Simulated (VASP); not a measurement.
Si16B (a cell with a defect), 17 atoms in the cell. The cell holds a defect, 17 atoms: a = 7.679 Å, b = 7.679 Å, c = 7.679 Å, α = 60.00°, β = 60.00°, γ = 60.00°. 

* Program: VASP 6.6.1
* Task: single point
* Functional: PBEsol
* Potentials or basis: VASP PAW PBE potentials, release 64 (Si, B)
* Cutoff: 520 eV
* k mesh: 2 × 2 × 2
* Occupations: fermi-dirac, width 0.05 eV
* Spin: collinear spin, zero start
* Starting moments: [0.0, 0.0, 0.0, 0.0, 0.0, 0.0, 0.0, 0.0, 0.0, 0.0, 0.0, 0.0, 0.0, 0.0, 0.0, 0.0, 0.0] μB
* Dipole correction: no
* Further INCAR settings: LREAL = Auto; ALGO = Normal; EDIFF = 1e-06; NBANDS = 52

Potentials or basis: VASP PAW PBE potentials, release 64 (Si, B).

Run with:

```console
$ cat potpaw_PBE.64/Si/POTCAR potpaw_PBE.64/B/POTCAR > POTCAR
$ mpirun -np 1 vasp_std > vasp.out
```

Hardware: 1 thread of Intel Xeon 8259CL, with other jobs on the host.

Task: Estimate the wall time of this run.

Result: Run time: 17 min on 1 thread of Intel Xeon 8259CL, with other jobs on the host, peak memory 0.71 GiB. Counts: scf iterations 14, k points 8.
